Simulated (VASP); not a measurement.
Input of a VASP 6.6.1 run:

INCAR

```
PREC     = Accurate       # precision mode
ENCUT    = 520            # plane-wave cutoff, eV
EDIFF    = 1E-6           # SCF threshold, eV
ISMEAR   = 0              # smearing method
SIGMA    = 0.1            # smearing width, eV
LREAL    = F              # projectors in reciprocal space
LASPH    = T              # aspherical terms in the spheres
NELM     = 100            # most SCF steps
ALGO     = Normal         # electronic algorithm
ISIF     = 2              # what is computed and relaxed
LWAVE    = F              # write WAVECAR
LCHARG   = F              # write CHGCAR
GGA      = PE             # functional
NBANDS   = 34             # bands
```

The input KPOINTS:

```
regular mesh
0
Gamma
  6 6 4
```

Contents of POSCAR:

```
IrW3
1.0
    3.7057880500      0.0000000000      0.0000000000
    0.0000000000      3.7057880500      0.0000000000
    0.0000000000      0.0000000000      4.9697122000
Ir W
1 3
Direct
    0.0000000000      0.0000000000      0.0000000000
    0.5000000000      0.5000000000      0.2319584400
    0.5000000000      0.5000000000      0.7680415600
    0.0000000000      0.0000000000      0.5000000000
```

Potentials or basis: VASP PAW PBE potentials, release 64 (Ir, W_sv).

Run with:

```bash
$ cat potpaw_PBE.64/Ir/POTCAR potpaw_PBE.64/W_sv/POTCAR > POTCAR
$ mpirun -np 1 vasp_std > vasp.out
```

**Question.** Predict the largest force.

**Answer.** 3.954 eV/Å.

**Question.** Predict the pressure.

**Answer.** 4.4 GPa.

Forces on the atoms (eV/Å):
```
Ir   0.000  0.000  0.000
W    0.000  0.000  3.954
W    0.000  0.000 -3.954
W    0.000  0.000  0.000
```

Caveat: forces of over 1 eV/Å act on the atoms, so gaps and moduli don't describe the material at rest.
